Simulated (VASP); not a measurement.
# WS (P6_3/mmc) in VASP: single point with r2SCAN+U

Aim: the single point of WS with r2SCAN+U.

Everything below comes from runs of VASP 6.6.1. Logs are shortened: lines on timing, memory, paths and dates and some standing lists are left out, and cuts for length are marked.

### 1 The cell of the first run

Symmetry: P6_3/mmc, No. 194, hexagonal system. Conventional cell: a = 3.862 Å, b = 3.862 Å, c = 6.023 Å, α = 90.00°, β = 90.00°, γ = 120.00°. Within 3.5 Å of W (site symmetry -3m) lie 6 S at 2.69 Å and 2 W at 3.01 Å. Within 3.5 Å of S (site symmetry -6m2) lie 6 W at 2.69 Å.

### 2 Single point, r2SCAN+U, collinear spin, ferromagnetic start

The input, POSCAR:

```
WS
1.0
    3.8618955414      0.0000000000      0.0000000000
   -1.9309477707      3.3444996456      0.0000000000
    0.0000000000      0.0000000000      6.0226039089
W S
2 2
Direct
    0.0000000000      0.0000000000      0.0000000000
    0.0000000000      0.0000000000      0.5000000000
    0.3333333333      0.6666666667      0.2500000000
    0.6666666667      0.3333333333      0.7500000000
```

The input, INCAR.step1:

```
PREC = Accurate ; ENCUT = 520
ISMEAR = 0 ; SIGMA = 0.1
LREAL = False ; LASPH = True
NELM = 150 ; ISPIN = 2
MAGMOM = 1.15 1.15 0 0 ; LMAXMIX = 4
LDAU = True ; LDAUTYPE = 2
LDAUL = 2 -1 ; LDAUU = 6.2 0
LDAUJ = 0 0 ; NBANDS = 32
GGA = PE ; ALGO = Normal
EDIFF = 1E-4 ; LWAVE = True
LCHARG = False
```

The input, INCAR.step2:

```
PREC = Accurate ; ENCUT = 520
EDIFF = 1E-7 ; ISMEAR = 0
SIGMA = 0.1 ; LREAL = False
LASPH = True ; NELM = 150
ALGO = Normal ; ISIF = 2
LWAVE = False ; LCHARG = True
ISPIN = 2 ; MAGMOM = 1.15 1.15 0 0
LORBIT = 11 ; LMAXMIX = 4
LDAU = True ; LDAUTYPE = 2
LDAUL = 2 -1 ; LDAUU = 6.2 0
LDAUJ = 0 0 ; LDAUPRINT = 1
METAGGA = R2SCAN ; LMIXTAU = True
LELF = True ; LVHAR = True
NBANDS = 32 ; ISTART = 1
```

The input, KPOINTS:

```
Automatic mesh
0
Gamma
  6 6 4
```

Potentials or basis: VASP PAW PBE potentials, release 64 (W_sv, S).

On the command line:

```
$ cat potpaw_PBE.64/W_sv/POTCAR potpaw_PBE.64/S/POTCAR > POTCAR
$ cp INCAR.step1 INCAR
$ mpirun -np 1 vasp_std > vasp.out
$ cp INCAR.step2 INCAR
$ mpirun -np 1 vasp_std > vasp.out
```

OUTCAR:

```text
PREC = Accurate
   ENCUT = 520
   EDIFF = 1E-7
   ISMEAR = 0
   LREAL = False
   LASPH = True
   NELM = 150
   ISIF = 2
   ISPIN = 2
   LORBIT = 11
   METAGGA = R2SCAN
   ISTART = 1

 ion  position               nearest neighbor table
   1  0.000  0.000  0.000-   3 2.69   4 2.69   3 2.69   4 2.69   4 2.69   3 2.69   2 3.01   2 3.01

   2  0.000  0.000  0.500-   3 2.69   4 2.69   3 2.69   4 2.69   4 2.69   3 2.69   1 3.01   1 3.01

   3  0.333  0.667  0.250-   1 2.69   2 2.69   1 2.69   2 2.69   1 2.69   2 2.69
   4  0.667  0.333  0.750-   1 2.69   2 2.69   1 2.69   2 2.69   1 2.69   2 2.69

  LATTYP: Found a hexagonal cell.
 ALAT       =     3.8618955414
 C/A-ratio  =     1.5594942547

  Lattice vectors:

 A1 = (   3.8618955414,   0.0000000000,   0.0000000000)
 A2 = (  -1.9309477707,   3.3444996456,   0.0000000000)
 A3 = (   0.0000000000,   0.0000000000,   6.0226039089)

Analysis of symmetry for initial positions (statically):
=====================================================================
 Subroutine PRICEL returns:
 Original cell was already a primitive cell.

 Routine SETGRP: Setting up the symmetry group for a
 hexagonal supercell.

 Subroutine GETGRP returns: Found 24 space group operations
 (whereof 12 operations were pure point group operations)
 out of a pool of 24 trial point group operations.

The static configuration has the point symmetry D_3d.
 The point group associated with its full space group is D_6h.

Analysis of symmetry for dynamics (positions and initial velocities):
=====================================================================
 Subroutine PRICEL returns:
 Original cell was already a primitive cell.

 Routine SETGRP: Setting up the symmetry group for a
 hexagonal supercell.

 Subroutine GETGRP returns: Found 24 space group operations
 (whereof 12 operations were pure point group operations)
 out of a pool of 24 trial point group operations.

The dynamic configuration has the point symmetry D_3d.
 The point group associated with its full space group is D_6h.

Analysis of structural, dynamic, and magnetic symmetry:
=====================================================================
 Subroutine PRICEL returns:
 Original cell was already a primitive cell.

 Routine SETGRP: Setting up the symmetry group for a
 hexagonal supercell.

 Subroutine GETGRP returns: Found 24 space group operations
 (whereof 12 operations were pure point group operations)
 out of a pool of 24 trial point group operations.

The overall configuration has the point symmetry D_3d.
 The point group associated with its full space group is D_6h.

 Subroutine INISYM returns: Found 24 space group operations
 (whereof 12 operations are pure point group operations),
 and found     1 'primitive' translations

----------------------------------------------------------------------------------------

                                     Primitive cell

  volume of cell :      77.7886

  direct lattice vectors                    reciprocal lattice vectors
     3.861895541  0.000000000  0.000000000     0.258940199  0.149499194  0.000000000
    -1.930947771  3.344499646  0.000000000     0.000000000  0.298998387  0.000000000
     0.000000000  0.000000000  6.022603909     0.000000000  0.000000000  0.166041137
[... 151 lines left out ...]
  o =  0.1216  v =  0.0000  0.0000  0.0000  0.0000  0.0000 -0.0000  0.9807 -0.0000  0.0000 -0.1953      0.0000  0.0000  0.0000  0.0000  0.0000  0.0000  0.0000  0.0000  0.0000  0.0000
  o =  0.1216  v =  0.0000  0.0000  0.0000  0.0000  0.0000  0.1953  0.0000 -0.0000 -0.9807 -0.0000      0.0000  0.0000  0.0000  0.0000  0.0000  0.0000  0.0000  0.0000  0.0000  0.0000
  o =  0.1259  v =  0.0000 -0.8521  0.0000 -0.0000  0.5234  0.0000  0.0000  0.0000  0.0000  0.0000      0.0000  0.0000  0.0000  0.0000  0.0000  0.0000  0.0000  0.0000  0.0000  0.0000
  o =  0.1259  v =  0.5234  0.0000 -0.0000 -0.8521 -0.0000  0.0000  0.0000  0.0000  0.0000  0.0000      0.0000  0.0000  0.0000  0.0000  0.0000  0.0000  0.0000  0.0000  0.0000  0.0000
  o =  0.3489  v =  0.0000  0.0000  0.0000  0.0000  0.0000 -0.0000 -0.0000 -1.0000 -0.0000  0.0000      0.0000  0.0000  0.0000  0.0000  0.0000  0.0000  0.0000  0.0000  0.0000  0.0000
  o =  0.7557  v =  0.0000  0.0000  1.0000  0.0000  0.0000  0.0000  0.0000  0.0000  0.0000  0.0000      0.0000  0.0000  0.0000  0.0000  0.0000  0.0000  0.0000  0.0000  0.0000  0.0000
  o =  0.7909  v =  0.0000 -0.5234  0.0000  0.0000 -0.8521  0.0000  0.0000  0.0000  0.0000  0.0000      0.0000  0.0000  0.0000  0.0000  0.0000  0.0000  0.0000  0.0000  0.0000  0.0000
  o =  0.7909  v =  0.8521  0.0000 -0.0000  0.5234  0.0000  0.0000  0.0000  0.0000  0.0000  0.0000      0.0000  0.0000  0.0000  0.0000  0.0000  0.0000  0.0000  0.0000  0.0000  0.0000

atom =   2  type =  1  l = 2

 onsite density matrix

spin component  1

  0.6087 -0.0000 -0.0000 -0.2966  0.0000
 -0.0000  0.3080  0.0000  0.0000 -0.2966
 -0.0000  0.0000  0.7557  0.0000 -0.0000
 -0.2966  0.0000  0.0000  0.3080 -0.0000
  0.0000 -0.2966 -0.0000 -0.0000  0.6087

spin component  2

  0.0800  0.0000  0.0000  0.0083  0.0000
  0.0000  0.1199 -0.0000  0.0000  0.0083
  0.0000 -0.0000  0.3489 -0.0000 -0.0000
  0.0083  0.0000 -0.0000  0.1199 -0.0000
  0.0000  0.0083 -0.0000 -0.0000  0.0800

 occupancies and eigenvectors

  o =  0.0784  v =  0.0000  0.0000  0.0000  0.0000  0.0000 -0.0002 -0.1953  0.0000  0.0000  0.9807      0.0000  0.0000  0.0000  0.0000  0.0000  0.0000  0.0000  0.0000  0.0000  0.0000
  o =  0.0784  v =  0.0000  0.0000  0.0000  0.0000  0.0000  0.9807 -0.0000  0.0000 -0.1953  0.0002      0.0000  0.0000  0.0000  0.0000  0.0000  0.0000  0.0000  0.0000  0.0000  0.0000
  o =  0.1216  v =  0.0000  0.0000  0.0000  0.0000  0.0000  0.0000 -0.9807 -0.0000  0.0000 -0.1953      0.0000  0.0000  0.0000  0.0000  0.0000  0.0000  0.0000  0.0000  0.0000  0.0000
  o =  0.1216  v =  0.0000  0.0000  0.0000  0.0000  0.0000  0.1953  0.0000  0.0000  0.9807 -0.0000      0.0000  0.0000  0.0000  0.0000  0.0000  0.0000  0.0000  0.0000  0.0000  0.0000
  o =  0.1259  v =  0.0000  0.8521  0.0000 -0.0000  0.5234  0.0000  0.0000  0.0000  0.0000  0.0000      0.0000  0.0000  0.0000  0.0000  0.0000  0.0000  0.0000  0.0000  0.0000  0.0000
  o =  0.1259  v =  0.5234  0.0000  0.0000  0.8521 -0.0000  0.0000  0.0000  0.0000  0.0000  0.0000      0.0000  0.0000  0.0000  0.0000  0.0000  0.0000  0.0000  0.0000  0.0000  0.0000
  o =  0.3489  v =  0.0000  0.0000  0.0000  0.0000  0.0000  0.0000  0.0000 -1.0000  0.0000  0.0000      0.0000  0.0000  0.0000  0.0000  0.0000  0.0000  0.0000  0.0000  0.0000  0.0000
  o =  0.7557  v =  0.0000  0.0000 -1.0000  0.0000 -0.0000  0.0000  0.0000  0.0000  0.0000  0.0000      0.0000  0.0000  0.0000  0.0000  0.0000  0.0000  0.0000  0.0000  0.0000  0.0000
  o =  0.7909  v =  0.0000  0.5234  0.0000 -0.0000 -0.8521  0.0000  0.0000  0.0000  0.0000  0.0000      0.0000  0.0000  0.0000  0.0000  0.0000  0.0000  0.0000  0.0000  0.0000  0.0000
  o =  0.7909  v = -0.8521  0.0000  0.0000  0.5234 -0.0000  0.0000  0.0000  0.0000  0.0000  0.0000      0.0000  0.0000  0.0000  0.0000  0.0000  0.0000  0.0000  0.0000  0.0000  0.0000

 number of electron      40.0000001 magnetization       4.0728324

 Free energy of the ion-electron system (eV)
  ---------------------------------------------------
  ext. energy  EPLUGINS =         0.00000000
  ---------------------------------------------------
  free energy    TOTEN  =      -106.04441408 eV

  energy without entropy =     -106.03020796  energy(sigma->0) =     -106.03731102

 E-fermi :   9.1614     XC(G=0): -11.7570

 val. band max:        9.1488718834   @ k =   0.3333   0.0000   0.0000
 cond. band min:       9.1644174799   @ k =   0.1667  -0.0000   0.2500
 fundamental gap:      0.0155455965
 Fermi energy:         9.1613700653

 spin component 1

 k-point     1 :       0.0000    0.0000    0.0000
  band No.  band energies     occupation
      1     -69.2074      1.00000
      2     -69.1886      1.00000
      3     -33.0649      1.00000
      4     -33.0649      1.00000
      5     -33.0269      1.00000
      6     -33.0269      1.00000
[... 724 lines left out ...]
     31      15.9775      0.00000
     32      15.9775      0.00000
 Fermi energy:         9.1613700653

 spin component 2

 k-point     1 :       0.0000    0.0000    0.0000
  band No.  band energies     occupation
      1     -68.2470      1.00000
      2     -68.2268      1.00000
      3     -31.8287      1.00000
      4     -31.5072      1.00000
      5     -31.5072      1.00000
      6     -31.4671      1.00000
[... 724 lines left out ...]
     31      17.2154      0.00000
     32      17.2154      0.00000

------------------------ aborting loop because EDIFF is reached ----------------------------------------

  FORCE on cell =-STRESS in cart. coord.  units (eV):
  Direction    XX          YY          ZZ          XY          YZ          ZX
  --------------------------------------------------------------------------------------
  -------------------------------------------------------------------------------------
  Total       -3.2034549     -3.2034549     -5.2306552      0.0000000      0.0000000      0.0000000
  in kB      -65.9801381    -65.9801381   -107.7334823      0.0000000      0.0000000      0.0000000
  external PRESSURE =     -79.8979195 kB  Pullay stress =       0.0000000 kB

 VOLUME and BASIS-vectors are now :
 -----------------------------------------------------------------------------
  energy-cutoff  :      520.00
  volume of cell :       77.79
      direct lattice vectors                 reciprocal lattice vectors
     3.861895541  0.000000000  0.000000000     0.258940199  0.149499194  0.000000000
    -1.930947771  3.344499646  0.000000000     0.000000000  0.298998387  0.000000000
     0.000000000  0.000000000  6.022603909     0.000000000  0.000000000  0.166041137

 POSITION                                       TOTAL-FORCE (eV/Angst)
 -----------------------------------------------------------------------------------
      0.00000      0.00000      0.00000         0.000000      0.000000     -0.000000
      0.00000      0.00000      3.01130         0.000000      0.000000     -0.000000
     -0.00000      2.22967      1.50565         0.000000      0.000000     -0.000000
      1.93095      1.11483      4.51695        -0.000000     -0.000000      0.000000
 -----------------------------------------------------------------------------------
    total drift:                                0.000000      0.000000      0.000000

  FREE ENERGIE OF THE ION-ELECTRON SYSTEM (eV)
  ---------------------------------------------------
  free  energy   TOTEN  =      -106.0444140792 eV

  energy  without entropy=     -106.0302079640  energy(sigma->0) =     -106.03731102

 total charge

# of ion       s       p       d       tot
------------------------------------------
    1        2.256   6.130   3.298  11.685
    2        2.256   6.130   3.298  11.685
    3        1.293   2.424   0.000   3.717
    4        1.293   2.424   0.000   3.717
--------------------------------------------------
tot          7.099  17.108   6.596  30.803

 magnetization (x)

# of ion       s       p       d       tot
------------------------------------------
    1        0.035   0.009   1.825   1.869
    2        0.035   0.009   1.825   1.869
    3        0.004   0.008   0.000   0.012
    4        0.004   0.008   0.000   0.012
--------------------------------------------------
tot          0.078   0.034   3.650   3.761
```

It took 6.3 min on 1 thread of Intel Xeon 6975P-C, shared host; peak memory 0.3 GiB.

Results:

| Item | Value |
| --- | --- |
| Free energy | -106.0444 eV |
| Pressure | -8.0 GPa |
| Net moment | 4.07 μB per cell |
| Site moments | W +1.87; S +0.01 μB |
| Valence electrons inside the program's atomic spheres | W 11.69; S 3.72 |

Levels at points of the mesh, in eV from the Fermi level:
Spin up:
```csv
k point,band 18,band 19,band 20,band 21,band 22,band 23,band 24,band 25,band 26,band 27
"(0.00, 0.00, 0.00)",-4.60,-4.43,-4.43,-4.13,-0.86,-0.16,0.57,0.57,1.14,3.12
"(0.50, 0.00, 0.00)",-3.94,-3.90,-3.49,-3.39,-2.30,0.77,1.52,2.02,2.23,3.39
"(0.00, 0.00, 0.50)",-4.24,-4.24,-4.24,-3.79,-3.79,1.56,1.56,1.56,1.56,2.03
"(0.50, 0.00, 0.50)",-4.61,-3.72,-3.72,-3.34,-3.34,0.48,0.48,1.42,1.42,2.97
```
Spin down:
```csv
k point,band 15,band 16,band 17,band 18,band 19,band 20,band 21,band 22
"(0.00, 0.00, 0.00)",-4.48,-4.13,-3.86,-0.64,-0.64,-0.17,-0.17,0.35
"(0.50, 0.00, 0.00)",-6.30,-5.68,-3.47,0.12,0.64,1.51,2.20,2.26
"(0.00, 0.00, 0.50)",-5.64,-5.64,-1.70,-1.70,0.44,0.44,0.44,0.44
"(0.50, 0.00, 0.50)",-5.91,-5.91,-1.53,-1.53,1.23,1.23,1.60,1.60
```

Eigenvalues of the final occupation matrices:
| site | spin | trace | eigenvalues |
| --- | --- | --- | --- |
| site 1 d | 1 | 2.59 | 0.13 0.13 0.76 0.79 0.79 |
| site 1 d | 2 | 0.75 | 0.08 0.08 0.12 0.12 0.35 |
| site 2 d | 1 | 2.59 | 0.13 0.13 0.76 0.79 0.79 |
| site 2 d | 2 | 0.75 | 0.08 0.08 0.12 0.12 0.35 |

Caveat: the PAW data sets were made with another functional, which shifts forces and pressure a little; spin-orbit coupling is left out, which moves the levels of the heavy elements. The state reached can hang on the start; a lower one may exist.
